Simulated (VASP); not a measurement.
Wanted: the native input for a VASP 6.6.1 run.

```
Task                   : single point
Functional             : PBE
Potentials or basis    : VASP PAW PBE potentials, release 64 (Cu_sv_GW, O)
Cutoff                 : 820 eV
k mesh                 : 8 × 8 × 4
Occupations            : gaussian, width 0.1 eV
Spin                   : no spin polarisation
Dipole correction      : no
Further INCAR settings : ALGO = Normal; EDIFF = 1e-06; NBANDS = 33
```

The structure of CuO lies in POSCAR:

```
CuO
1.0
    2.1091141942     -2.0487078727      0.1682943088
    2.1091141942      2.0487078727      0.1682943088
   -0.4109454555      0.0000000000      5.1402591407
Cu O
2 2
Direct
   -0.0057467470      0.4942521356      0.0018493546
    0.4942521356     -0.0057467470      0.5018493546
    0.4943481865      0.4941464248      0.2518506454
    0.4941464248      0.4943481865      0.7518506454
```

One way to write it, as run:

INCAR

```
SYSTEM = CuO
ALGO = Normal
EDIFF = 1E-6
ENCUT = 820
GGA = PE
GGA_COMPAT = .False.
ISIF = 2
ISMEAR = 0
LASPH = .True.
LCHARG = .False.
LREAL = .False.
LWAVE = .False.
NBANDS = 33
NELM = 120
PREC = Accurate
SIGMA = 0.1
```

KPOINTS

```
k-points
0
Gamma
  8 8 4
  0 0 0
```

Potentials or basis: VASP PAW PBE potentials, release 64 (Cu_sv_GW, O).

Command:

```sh
$ cat potpaw_PBE.64/Cu_sv_GW/POTCAR potpaw_PBE.64/O/POTCAR > POTCAR
$ mpirun -np 1 vasp_std > vasp.out
```

It gave:

```
Pressure               : -0.5 GPa
Band gap on the k mesh : zero (bands 25 and 26 overlap by 1.13 eV)
```

Caveat: semilocal functionals often make such compounds metallic where correlation or magnetic order opens a gap, which also shifts bond lengths.

Wall time 3.8 min on 1 thread of Intel(R) Xeon(R) Platinum 8259CL CPU @ 2.50GHz (Skylake/Cascade Lake), on a shared host, peak memory 0.35 GiB.
